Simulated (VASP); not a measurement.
Write the native input for VASP 6.6.1 that does the following.

```yaml
Task: single point
Functional: r2SCAN
Potentials_or_basis: VASP PAW PBE potentials, release 64 (Co, O)
Cutoff: 520 eV
k_mesh: 10 × 10 × 10
Occupations: gaussian, width 0.02 eV
Spin: no spin polarisation
Hubbard_terms: Co d U = 3.32 eV
Dipole_correction: no
Further_INCAR_settings: ALGO = Normal; EDIFF = 1e-06; NBANDS = 14
```

The system is CoO.

```
Co O
1.0
     2.78070    0.00000    0.00000
     0.00000    2.78070    0.00000
     0.00000    0.00000    2.78070
Co O
1 1
Direct
  0.00000 0.00000 0.00000
  0.50000 0.50000 0.50000
```

These files were run (other wordings do the same):

POSCAR

```
CoO
1.0
    2.7807021955      0.0000000000      0.0000000000
    0.0000000000      2.7807021955      0.0000000000
    0.0000000000      0.0000000000      2.7807021955
Co O
1 1
Direct
    0.0000000000      0.0000000000      0.0000000000
    0.5000000000      0.5000000000      0.5000000000
```

INCAR.step1

```
  PREC = Accurate
  ENCUT = 520
  ISMEAR = 0
  SIGMA = 0.02
  LREAL = F
  LASPH = T
  NELM = 150
  LMAXMIX = 4
  LDAU = T
  LDAUTYPE = 2
  LDAUL = 2 -1
  LDAUU = 3.32 0
  LDAUJ = 0 0
  NBANDS = 14
  GGA = PE
  ALGO = Normal
  EDIFF = 1E-4
  LWAVE = T
  LCHARG = F
```

INCAR.step2

```
  PREC = Accurate
  ENCUT = 520
  EDIFF = 1E-6
  ISMEAR = 0
  SIGMA = 0.02
  LREAL = F
  LASPH = T
  NELM = 150
  ALGO = Normal
  ISIF = 2
  LWAVE = F
  LCHARG = F
  LMAXMIX = 4
  LDAU = T
  LDAUTYPE = 2
  LDAUL = 2 -1
  LDAUU = 3.32 0
  LDAUJ = 0 0
  LDAUPRINT = 1
  METAGGA = R2SCAN
  LMIXTAU = T
  NBANDS = 14
  ISTART = 1
```

KPOINTS

```
Automatic mesh
0
Gamma
  10 10 10
```

Potentials or basis: VASP PAW PBE potentials, release 64 (Co, O).

The run is started by

```sh
$ cat potpaw_PBE.64/Co/POTCAR potpaw_PBE.64/O/POTCAR > POTCAR
$ cp INCAR.step1 INCAR
$ mpirun -np 1 vasp_std > vasp.out
$ cp INCAR.step2 INCAR
$ mpirun -np 1 vasp_std > vasp.out
```

It gave:

```
Pressure : -37.9 GPa
```

Caveat: the PAW data sets were made with another functional, which shifts forces and pressure a little; an odd number of electrons without spin polarisation forces a metal; a magnetic or distorted state may lie lower; the run has no spin polarisation, though such a crystal can be magnetic; U without spin polarisation on a metal has little footing.

Wall time 43 s on 1 thread of AMD EPYC 9R45 96-Core Processor (Zen 5), with other jobs on the host, peak memory 0.12 GiB.
